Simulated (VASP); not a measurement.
Br:

```xyz
4
Lattice="3.4292 -2.3681 0.0000 3.4292 2.3681 0.0000 0.0000 0.0000 8.8730" Properties=species:S:1:pos:R:3 pbc="T T T"
Br    3.4292    0.6389    3.4613
Br    3.4292    1.7292    7.8978
Br    3.4292   -0.6389    5.4116
Br    3.4292   -1.7292    0.9751
```

This cell differs from its parent crystal: volume scaled by 1.06.

Base run:

| Property | Result |
| --- | --- |
| Program | VASP 6.6.1 |
| Functional | PBEsol |
| Potentials or basis | VASP PAW PBE potentials, release 64 (Br) |
| Cutoff | 520 eV |
| k mesh | 7 × 7 × 3 |
| Occupations | fermi-dirac, width 0.05 eV |
| Spin | no spin polarisation |

Its results: band gap on the k mesh 1.67 eV, indirect (least direct gap 1.69 eV); pressure -1.3 GPa; largest force 0.159 eV/Å.

Q: The run is repeated on the same cell with these changes: functional from PBEsol to PBE. What comes out?

A: Band gap on the k mesh 1.73 eV, indirect (least direct gap 1.75 eV); pressure 0.2 GPa; largest force 0.266 eV/Å.

PBE binds less tightly than PBEsol, so the same cell stands under more pressure.

Caveats: the PAW data sets were made with another functional, which shifts forces and pressure a little (some runs).

A k mesh can miss the band edges.
